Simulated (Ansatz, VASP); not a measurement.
**Cd: VASP beside Ansatz**

```
CELL_PARAMETERS angstrom
2.97887 0.00000 0.00000
-1.48944 2.57978 0.00000
0.00000 0.00000 5.78618
ATOMIC_POSITIONS crystal
Cd 0.33333 0.66667 0.25000
Cd 0.66667 0.33333 0.75000
```

Change from the starting cell: zz strain of +3 %.

Alike in both runs: task single point; functional PBE; k mesh 14 × 14 × 7; occupations fermi-dirac, width 0.05 eV; no spin polarisation.

```csv
,VASP,Ansatz
version,VASP 6.6.1,Ansatz 0.2.0
potentials or method,"VASP PAW PBE potentials, release 64 (Cd), cutoff 520 eV","all-electron LAPW, scalar-relativistic"
```

Ansatz gave:

| Item | Value |
| --- | --- |
| pressure (GPa) | 1.8 |
| traceless stress, the component that is largest in VASP (GPa) | -1.09 |

**Question.** What did VASP give for the same quantities?

**Answer.** Pressure (GPa): 2.1; traceless stress, the component that is largest in VASP (GPa): -1.23.

Ansatz ran all-electron here, and VASP with PAW potentials.
